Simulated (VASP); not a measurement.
# AlNi in VASP: further runs, part 2 of 2

VASP 6.6.1. The steps go on from the part before.

**4. Single point, PBE, collinear spin, zero start**

This run uses another cell than the first one, of 11.96 Å³/atom, 1.111 times its volume.

INCAR

```
SYSTEM = AlNi
PREC = Accurate
ENCUT = 520
EDIFF = 1E-6
ISMEAR = 0
SIGMA = 0.05
LREAL = .FALSE.
LASPH = .TRUE.
NELM = 150
ALGO = Normal
ISIF = 2
LWAVE = .FALSE.
LCHARG = .FALSE.
ISPIN = 2
MAGMOM = 0 0
LORBIT = 11
LMAXMIX = 4
GGA = PE
NBANDS = 18
```

KPOINTS

```
Automatic mesh
0
G
  12 12 12
  0 0 0
```

POSCAR

```
AlNi
1.0
    2.8810000000      0.0000000000      0.0000000000
    0.0000000000      2.8810000000      0.0000000000
    0.0000000000      0.0000000000      2.8810000000
Al Ni
1 1
Direct
    0.0000000000      0.0000000000      0.0000000000
    0.5000000000      0.5000000000      0.5173550850
```

Potentials or basis: VASP PAW PBE potentials, release 64 (Al, Ni).

Command:

```console
cat potpaw_PBE.64/Al/POTCAR potpaw_PBE.64/Ni/POTCAR > POTCAR
mpirun -np 1 vasp_std > vasp.out
```

OUTCAR:

```text
SYSTEM = AlNi
   PREC = Accurate
   ENCUT = 520
   EDIFF = 1E-6
   ISMEAR = 0
   LREAL = .FALSE.
   LASPH = .TRUE.
   NELM = 150
   ISIF = 2
   ISPIN = 2
   LORBIT = 11
   GGA = PE

 ion  position               nearest neighbor table
   1  0.000  0.000  0.000-   2 2.47   2 2.47   2 2.47   2 2.47   2 2.52   2 2.52   2 2.52   2 2.52

   2  0.500  0.500  0.517-   1 2.47   1 2.47   1 2.47   1 2.47   1 2.52   1 2.52   1 2.52   1 2.52

  LATTYP: Found a simple cubic cell.
 ALAT       =     2.8810000000

  Lattice vectors:

 A1 = (   2.8810000000,   0.0000000000,   0.0000000000)
 A2 = (   0.0000000000,   2.8810000000,   0.0000000000)
 A3 = (   0.0000000000,   0.0000000000,   2.8810000000)

Analysis of symmetry for initial positions (statically):
=====================================================================
 Subroutine PRICEL returns:
 Original cell was already a primitive cell.

 Routine SETGRP: Setting up the symmetry group for a
 simple cubic supercell.

 Subroutine GETGRP returns: Found  8 space group operations
 (whereof  8 operations were pure point group operations)
 out of a pool of 48 trial point group operations.

The static configuration has the point symmetry C_4v.

Analysis of symmetry for dynamics (positions and initial velocities):
=====================================================================
 Subroutine PRICEL returns:
 Original cell was already a primitive cell.

 Routine SETGRP: Setting up the symmetry group for a
 simple cubic supercell.

 Subroutine GETGRP returns: Found  8 space group operations
 (whereof  8 operations were pure point group operations)
 out of a pool of 48 trial point group operations.

The dynamic configuration has the point symmetry C_4v.

Analysis of structural, dynamic, and magnetic symmetry:
=====================================================================
 Subroutine PRICEL returns:
 Original cell was already a primitive cell.

 Routine SETGRP: Setting up the symmetry group for a
 simple cubic supercell.

 Subroutine GETGRP returns: Found  8 space group operations
 (whereof  8 operations were pure point group operations)
 out of a pool of 48 trial point group operations.

The overall configuration has the point symmetry C_4v.

 Subroutine INISYM returns: Found  8 space group operations
 (whereof  8 operations are pure point group operations),
 and found     1 'primitive' translations

----------------------------------------------------------------------------------------

                                     Primitive cell

  volume of cell :      23.9128

  direct lattice vectors                    reciprocal lattice vectors
     2.881000000  0.000000000  0.000000000     0.347101701  0.000000000  0.000000000
     0.000000000  2.881000000  0.000000000     0.000000000  0.347101701  0.000000000
     0.000000000  0.000000000  2.881000000     0.000000000  0.000000000  0.347101701

  length of vectors
     2.881000000  2.881000000  2.881000000     0.347101701  0.347101701  0.347101701

  position of ions in fractional coordinates (direct lattice)
     0.000000000  0.000000000  0.000000000
     0.500000000  0.500000000  0.517355085

  ion indices of the primitive-cell ions
   primitive index   ion index
                 1           1
                 2           2

[... 62 lines left out ...]
   PREC   = accura    normal or accurate (medium, high low for compatibility)
   ISTART =      0    job   : 0-new  1-cont  2-samecut
   ICHARG =      2    charge: 1-file 2-atom 10-const
   ISPIN  =      2    spin polarized calculation?
   LNONCOLLINEAR =      F non collinear calculations
   LSORBIT =      F    spin-orbit coupling
   LASPH  =      T    aspherical Exc in radial PAW
   ENCUT  =  520.0 eV  38.22 Ry    6.18 a.u.   5.36  5.36  5.36*2*pi/ulx,y,z
   NELM   =    150;   NELMIN=  2; NELMDL= -5     # of ELM steps
   EDIFF  = 0.1E-05   stopping-criterion for ELM
   LREAL  =      F    real-space projection
   EDIFFG = 0.1E-04   stopping-criterion for IOM
   NSW    =      0    number of steps for IOM
   IBRION =     -1    ionic relax: 0-MD 1-quasi-New 2-CG
   NFREE  =      0    steps in history (QN), initial steepest desc. (CG)
   ISIF   =      2    stress and relaxation
   ISYM   =      2    0-nonsym 1-usesym 2-fastsym
   POTIM  = 0.5000    time-step for ionic-motion
   TEBEG  =    0.0;   TEEND  =   0.0 temperature during run
   PSTRESS=    0.0 pullay stress
   NELECT =      13.0000    total number of electrons
   NUPDOWN=      -1.0000    fix difference up-down
   EMIN   =  10.00;   EMAX   =-10.00  energy-range for DOS
   EFERMI =   0.00;   METHOD = LEGACY
   ISMEAR =     0;   SIGMA  =   0.05  broadening in eV -4-tet -1-fermi 0-gaus
   EFERMI_NEDOS =   21; number of points for ismear=-14 and -15
   IALGO  =     38    algorithm
   IMIX   =      4    mixing-type and parameters
     AMIX     =   0.40;   BMIX     =  1.00
     AMIX_MAG =   1.60;   BMIX_MAG =  1.00
  volume/ion in A,a.u.               =      11.96        80.69
  Fermi-wavevector in a.u.,A,eV,Ry     =   1.336122  2.524904 24.289410  1.785221
  Thomas-Fermi vector in A             =   2.464773
   LORBIT       =     11    0 simple, 1 ext, 2 COOP (PROOUT), +10 PAW based schemes
   GGA     = PE    functional components
   LHFCALC =     F    Hartree Fock is set to
   AEXX    =    0.0000 exact exchange contribution
   IVDW    =     0    specifies the selected vdW correction
   LEPSILON=     F    determine dielectric tensor
   LRPA    =     F    only Hartree local field effects (RPA)
 spin polarized calculation
 Gauss-broadening in eV      SIGMA  =   0.05
  energy-cutoff  :      520.00
  volume of cell :       23.91
 maximum number of plane-waves:       660
 NGX is ok and might be reduce to    24
   NGX = 11   NGY = 11   NGZ = 11

 number of electron      13.0000012 magnetization      -0.0000090

 number of electron      13.0000012 magnetization       0.0000071

 Free energy of the ion-electron system (eV)
  ---------------------------------------------------
  ext. energy  EPLUGINS =         0.00000000
  ---------------------------------------------------
  free energy    TOTEN  =       -10.52771604 eV

  energy without entropy =      -10.52663535  energy(sigma->0) =      -10.52717570

 E-fermi :  10.0657     XC(G=0): -12.0475

 val. band max:       10.0644185214   @ k =   0.3333   0.1667   0.0000
 cond. band min:      10.0663243959   @ k =   0.1667   0.0000   0.3333
 fundamental gap:      0.0019058744
 Fermi energy:        10.0656850081

 spin component 1

 k-point     1 :       0.0000    0.0000    0.0000
  band No.  band energies     occupation
      1      -1.1116      1.00000
      2       6.7974      1.00000
      3       6.8000      1.00000
      4       8.4826      1.00000
      5       8.4850      1.00000
      6       8.4850      1.00000
[... 493 lines left out ...]
     17      30.8320      0.00000
     18      35.5986      0.00000

 [... further k-points ...]

 spin component 2

 k-point     1 :       0.0000    0.0000    0.0000
  band No.  band energies     occupation
      1      -1.1116      1.00000
      2       6.7974      1.00000
      3       6.8000      1.00000
      4       8.4826      1.00000
      5       8.4850      1.00000
      6       8.4850      1.00000
[... 493 lines left out ...]
     17      30.8320      0.00000
     18      35.5986      0.00000

 [... further k-points ...]
[... 5 lines left out ...]
  --------------------------------------------------------------------------------------
  -------------------------------------------------------------------------------------
  Total        0.3453389      0.3453389      0.3277512      0.0000000      0.0000000      0.0000000
  in kB       23.1380265     23.1380265     21.9596323      0.0000000      0.0000000      0.0000000
  external PRESSURE =      22.7452284 kB  Pullay stress =       0.0000000 kB

 VOLUME and BASIS-vectors are now :
 -----------------------------------------------------------------------------
  energy-cutoff  :      520.00
  volume of cell :       23.91
      direct lattice vectors                 reciprocal lattice vectors
     2.881000000  0.000000000  0.000000000     0.347101701  0.000000000  0.000000000
     0.000000000  2.881000000  0.000000000     0.000000000  0.347101701  0.000000000
     0.000000000  0.000000000  2.881000000     0.000000000  0.000000000  0.347101701

 POSITION                                       TOTAL-FORCE (eV/Angst)
 -----------------------------------------------------------------------------------
      0.00000      0.00000      0.00000         0.000000      0.000000      0.297935
      1.44050      1.44050      1.49050        -0.000000     -0.000000     -0.297935
 -----------------------------------------------------------------------------------
    total drift:                                0.000000     -0.000000      0.000293

  FREE ENERGIE OF THE ION-ELECTRON SYSTEM (eV)
  ---------------------------------------------------
  free  energy   TOTEN  =       -10.5277160449 eV

  energy  without entropy=      -10.5266353476  energy(sigma->0) =      -10.52717570

 total charge

# of ion       s       p       d       tot
------------------------------------------
    1        0.385   0.414   0.000   0.799
    2        0.477   0.515   8.475   9.467
--------------------------------------------------
tot          0.862   0.929   8.475  10.266

 magnetization (x)

# of ion       s       p       d       tot
------------------------------------------
    1       -0.000  -0.000   0.000  -0.000
    2        0.000  -0.000   0.000   0.000
--------------------------------------------------
tot          0.000  -0.000   0.000   0.000
```

OSZICAR:

```text
N       E                     dE             d eps       ncg     rms          rms(c)
DAV:   1     0.458356483263E+02    0.45836E+02   -0.50531E+03 14404   0.758E+02
DAV:   2    -0.928197440309E+01   -0.55118E+02   -0.48559E+02 15462   0.163E+02
DAV:   3    -0.119243741119E+02   -0.26424E+01   -0.25796E+01 16860   0.368E+01
DAV:   4    -0.119580541814E+02   -0.33680E-01   -0.33652E-01 16382   0.368E+00
DAV:   5    -0.119588027878E+02   -0.74861E-03   -0.74856E-03 16460   0.601E-01    0.119E+01
DAV:   6    -0.138293197935E+02   -0.18705E+01   -0.40835E+01 16188   0.726E+01    0.156E+01
DAV:   7    -0.105563163476E+02    0.32730E+01   -0.12252E+01 16080   0.433E+01    0.101E+00
DAV:   8    -0.105415993500E+02    0.14717E-01   -0.21299E-01 18154   0.415E+00    0.996E-01
DAV:   9    -0.105281215179E+02    0.13478E-01   -0.45191E-02 18082   0.226E+00    0.231E-01
DAV:  10    -0.105277191860E+02    0.40233E-03   -0.26321E-03 19880   0.576E-01    0.662E-02
DAV:  11    -0.105277163385E+02    0.28475E-05   -0.66336E-05 18186   0.576E-02    0.912E-03
DAV:  12    -0.105277160449E+02    0.29355E-06   -0.78715E-07 12738   0.602E-03
   1 F= -.10527716E+02 E0= -.10527176E+02  d E =-.108070E-02  mag=    -0.0000
```

It took 54 s on 1 thread of Intel Xeon Platinum 8375C at 2.90GHz (Ice Lake), shared host; peak memory 0.24 GiB.

Results:

```
Free energy                                           : -10.5277 eV
Pressure                                              : 2.3 GPa
Largest force                                         : 0.298 eV/Å
Net moment                                            : 0.00 μB per cell
Valence electrons inside the program's atomic spheres : Al 0.80; Ni 9.47
```

Forces on the atoms (eV/Å):
```
Al   0.000  0.000  0.298
Ni   0.000  0.000 -0.298
```

Stress tensor (GPa, compression positive):
```
2.31 0.00 0.00
0.00 2.31 0.00
0.00 0.00 2.20
```

Levels at points of the mesh, in eV from the Fermi level:
Spin up:
```
           k point  band 5  band 6  band 7  band 8  band 9  band 10
(0.00, 0.00, 0.00)   -1.58   -1.58    5.46    5.46    5.46     8.09
(0.50, 0.00, 0.00)   -2.28   -1.49   -0.69    8.24    9.98     9.99
(0.00, 0.00, 0.50)   -2.28   -1.50   -0.68    8.25    9.97     9.97
(0.50, 0.50, 0.00)   -2.10   -2.10   -1.05    1.44    2.43    12.24
(0.00, 0.50, 0.50)   -2.12   -2.11   -1.05    1.44    2.43    12.24
(0.50, 0.50, 0.50)   -1.02    1.96    1.96    1.97    3.62     4.41
```
Spin down:
```
           k point  band 5  band 6  band 7  band 8  band 9  band 10
(0.00, 0.00, 0.00)   -1.58   -1.58    5.46    5.46    5.46     8.09
(0.50, 0.00, 0.00)   -2.28   -1.49   -0.69    8.24    9.98     9.99
(0.00, 0.00, 0.50)   -2.28   -1.50   -0.68    8.25    9.97     9.97
(0.50, 0.50, 0.00)   -2.10   -2.10   -1.05    1.44    2.43    12.24
(0.00, 0.50, 0.50)   -2.12   -2.11   -1.05    1.44    2.43    12.24
(0.50, 0.50, 0.50)   -1.02    1.96    1.96    1.97    3.62     4.41
```
